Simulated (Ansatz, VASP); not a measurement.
**Fe: VASP beside Ansatz**

```
Fe
1.0
     2.97906    1.71996    5.32931
    -2.97906    1.71996    5.32931
     0.00000   -3.43992    5.32931
Fe
12
Direct
  0.01990 0.63249 0.01990
  0.01990 0.01990 0.63249
  0.63249 0.01990 0.01990
  0.98010 0.36751 0.98010
  0.36751 0.98010 0.98010
  0.98010 0.98010 0.36751
  0.23326 0.60962 0.23326
  0.23326 0.23326 0.60962
  0.60962 0.23326 0.23326
  0.76674 0.39038 0.76674
  0.39038 0.76674 0.76674
  0.76674 0.76674 0.39038
```

Alike in both runs: functional PBE; k mesh 6 × 6 × 6; occupations gaussian, width 0.1 eV; no spin polarisation.

Ansatz relaxed the structure, and its values are those at the end. VASP's run is a single point on that final structure, the one shown.

```csv
,VASP,Ansatz
version,VASP 6.6.1,Ansatz 0.2.0
potentials or method,"VASP PAW PBE potentials, release 64 (Fe), cutoff 520 eV","scalar-relativistic, plane waves, PAW"
valence electrons in the cell,96,192
```

```tsv
	VASP	Ansatz	Ansatz less VASP
gap on the k mesh at the Fermi level (eV)	none	none	-
pressure (GPa)	-0.9	0.0	+0.93
rms of the force components (eV/Å)	0.019	0.003	-0.0163
```

A gap of «none» marks a metal or a gap that the smearing closes. With one functional, cell and mesh, what is left measures potentials, basis and numerics. VASP's potentials hold 96 valence electrons a cell and Ansatz's 192, so a difference there can come from the potentials and not from the codes.
